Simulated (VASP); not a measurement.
Runs of VASP 6.6.1 on KVF3. The structure is cubic, space group Pm-3m (No. 221). Conventional cell: a = 4.131 Å, b = 4.131 Å, c = 4.131 Å, α = 90.00°, β = 90.00°, γ = 90.00°. K (site symmetry m-3m) has 12 F at 2.92 Å and 8 V at 3.58 Å within 3.8 Å. Within 2.7 Å of V (site symmetry m-3m) lie 6 F at 2.07 Å. Within 2.7 Å of F (site symmetry 4/mmm) lie 2 V at 2.07 Å. 

| spin | fixed moment (μB) | gap on the mesh (eV) | pressure (GPa) | moment (μB) |
| --- | --- | --- | --- | --- |
| collinear, ferromagnetic start | 0.75 | - | (b) | 0.75 |
| collinear, ferromagnetic start | - | 1.48 | -3.5 | 3.00 |
| collinear, ferrimagnetic start | 2.7 | - | -3.5 | 2.70 |
| collinear, ferromagnetic start | 3.3 | - | (a) | 3.30 |
| off | - | none | -7.9 | - |
| collinear, zero start | 0.0 | - | -7.9 | 0.00 |

Alike in all rows: task single point; level LDA+U; potentials or basis VASP PAW LDA potentials, release 64 (K_sv, V_sv, F); V d U = 3.0 eV; cell as given; k mesh 5 × 5 × 5; cutoff (eV) 520; smearing gaussian 0.05 eV.

**Question.** Fill in the values left out.

**Answer.** (a) -1.2; (b) -7.6.

Caveats: the total moment is fixed, so each spin has its own Fermi level (some runs); an odd number of electrons without spin polarisation forces a metal (some runs); a magnetic or distorted state may lie lower (some runs); U without spin polarisation on a metal has little footing (some runs).

A k mesh can miss the band edges.

A gap of «none» marks levels without a gap at the run's occupations.
